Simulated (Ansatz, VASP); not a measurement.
## Two plane-wave programs on Mn

INCAR

```
SYSTEM = Mn
PREC = Accurate
ENCUT = 600
EDIFF = 1E-6
ISMEAR = 0
SIGMA = 0.1
LREAL = .FALSE.
LASPH = .TRUE.
NELM = 100
ALGO = Fast
ISIF = 3
LWAVE = .FALSE.
LCHARG = .FALSE.
GGA = PS
IBRION = 2
NSW = 80
EDIFFG = -0.01
```

KPOINTS

```
Automatic mesh
0
G
  18 18 10
  0 0 0
```

POSCAR

```
Mn
1.0
    2.4497528627      0.0000000000      0.0000000000
   -1.2248764313      2.1215482121      0.0000000000
    0.0000000000      0.0000000000      3.9743250382
Mn
2
Direct
    0.3333333333      0.6666666667      0.2500000000
    0.6666666667      0.3333333333      0.7500000000
```

Input for Ansatz:

```yaml
crystal:
  lattice:
    - [2.4497528627, 0.0, 0.0]
    - [-1.2248764313, 2.1215482121, 0.0]
    - [0.0, 0.0, 3.9743250382]
  atoms:
    - { symbol: Mn, position: [0.3333333333, 0.6666666667, 0.25] }
    - { symbol: Mn, position: [0.6666666667, 0.3333333333, 0.75] }
basis:
  ecutwfc: 420
kpoints:
  mp_grid: { grid: [18, 18, 10] }
hamiltonian:
  xc: pbesol
scf:
  occupations: { method: gaussian, width: 0.1 }
output:
  forces: true
  stress: true
  eigenvalues: true
relax:
  adjacent_minimum: "off"
  f_tol: 0.01
  max_steps: 60
  cell: { stress_tol: 0.1 }
```

Alike in both runs: task relaxation of cell and atoms; functional PBEsol; k mesh 18 × 18 × 10; occupations gaussian, width 0.1 eV; no spin polarisation.

|  | VASP | Ansatz |
| --- | --- | --- |
| version | VASP 6.6.1 | Ansatz 0.2.0 |
| potentials or method | VASP PAW PBE potentials, release 64 (Mn_pv), cutoff 600 eV | scalar-relativistic, plane waves, PAW |
| valence electrons in the cell | 26 | 30 |

|  | VASP | Ansatz | Ansatz less VASP |
| --- | --- | --- | --- |
| gap on the k mesh at the Fermi level, each at its own relaxed structure (eV) | none | none | - |
| relaxed volume (Å³/atom) | 10.31 | 10.32 | +0.006 |
| relaxed cell length with the largest relative difference (Å) | 3.964 | 3.966 | +0.0019 |

VASP's potentials were made for PBE, not for PBEsol. A gap of «none» marks a metal or a gap that the smearing closes. VASP's potentials hold 26 valence electrons a cell and Ansatz's 30, so a difference there can come from the potentials and not from the codes.
